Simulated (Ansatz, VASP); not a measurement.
Two plane-wave programs on B

Contents of INCAR:

```
SYSTEM = B
ALGO = Normal ; EDIFF = 1E-7
ENCUT = 520 ; GGA = PE
ISIF = 2 ; ISMEAR = -1
LASPH = .TRUE. ; LCHARG = .FALSE.
LREAL = .FALSE. ; LWAVE = .FALSE.
NBANDS = 10 ; NELM = 80
PREC = Accurate ; SIGMA = 0.05
```

KPOINTS

```
k-points
0
G
  21 21 21
  0 0 0
```

The input POSCAR:

```
B
1.0
   -2.2369583102      2.2369583102      0.7982954225
    2.2369583102     -2.2369583102      0.7982954225
    2.2369583102      2.2369583102     -0.7982954225
B
2
Direct
   -0.3750000000     -0.1250000000     -0.2500000000
    0.3750000000      0.1250000000      0.2500000000
```

Input for Ansatz:

```yaml
crystal:
  lattice:
    - [-2.2369583102, 2.2369583102, 0.7982954225]
    - [2.2369583102, -2.2369583102, 0.7982954225]
    - [2.2369583102, 2.2369583102, -0.7982954225]
  atoms:
    - { symbol: B, position: [-0.375, -0.125, -0.25] }
    - { symbol: B, position: [0.375, 0.125, 0.25] }
kpoints:
  mp_grid: { grid: [21, 21, 21] }
scf:
  occupations: { method: fermi_dirac, width: 0.05 }
hamiltonian:
  xc: pbe
  pseudopotentials: { kind: nc }
output:
  forces: true
  stress: true
  eigenvalues: true
```

Change from the starting cell: volume scaled by 1, norm-conserving files.

Alike in both runs: task single point; functional PBE; k mesh 21 × 21 × 21; occupations fermi-dirac, width 0.05 eV; no spin polarisation.

|  | VASP | Ansatz |
| --- | --- | --- |
| version | VASP 6.6.1 | Ansatz 0.2.0 |
| potentials or method | VASP PAW PBE potentials, release 64 (B) | scalar-relativistic |
| plane-wave cutoff (eV) | 520 | 1116 |
| valence electrons in the cell | 6 | 6 |

```csv
,VASP,Ansatz,Ansatz less VASP
pressure (GPa),-0.1,0.0,+0.12
```

The functional is the same, so the differences come from potentials, cutoffs and numerics.
